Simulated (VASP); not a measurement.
Wanted: the native input for a VASP 6.6.1 run.

* Task: single point
* Functional: PBE
* Potentials or basis: VASP PAW PBE potentials, release 64 (Sr_sv, O)
* Cutoff: 520 eV
* k mesh: 8 × 8 × 8
* Occupations: gaussian, width 0.05 eV
* Spin: no spin polarisation
* Dipole correction: no
* Further INCAR settings: ALGO = Normal; EDIFF = 1e-06; NBANDS = 15

The structure of SrO lies in POSCAR:

```
SrO
1.0
    0.0192735000      2.5698000000      2.5698000000
    2.5698000000      0.0192735000      2.5698000000
    2.5890735000      2.5890735000      0.0000000000
Sr O
1 1
Direct
    0.0000000000      0.0000000000      0.0000000000
    0.5000000000      0.5000000000      0.5000000000
```

This cell differs from its parent crystal: strain +0.0150 x Voigt [0, 0, 0, 0, 0, 1].

One way to write it, as run:

INCAR

```
PREC     = Accurate       # precision mode
ENCUT    = 520            # plane-wave cutoff, eV
EDIFF    = 1E-6           # SCF threshold, eV
ISMEAR   = 0              # smearing method
SIGMA    = 0.05           # smearing width, eV
LREAL    = False          # projectors in reciprocal space
LASPH    = True           # aspherical terms in the spheres
NELM     = 60             # most SCF steps
ALGO     = Normal         # electronic algorithm
ISIF     = 2              # what is computed and relaxed
LWAVE    = False          # write WAVECAR
LCHARG   = False          # write CHGCAR
GGA      = PE             # functional
NBANDS   = 15             # bands
```

KPOINTS

```
Automatic mesh
0
Gamma
  8 8 8
```

Potentials or basis: VASP PAW PBE potentials, release 64 (Sr_sv, O).

Launch:

```sh
$ cat potpaw_PBE.64/Sr_sv/POTCAR potpaw_PBE.64/O/POTCAR > POTCAR
$ mpirun -np 1 vasp_std > vasp.out
```

Results of the run:

```
Pressure               : 3.5 GPa
Band gap on the k mesh : 3.25 eV, indirect (least direct gap 3.33 eV)
```

Caveat: the cell differs from its parent crystal (strain +0.0150 x Voigt [0, 0, 0, 0, 0, 1]).

Run time: 63 s on 1 thread of Intel Xeon 8259CL, with other jobs on the host, peak memory 0.19 GiB.
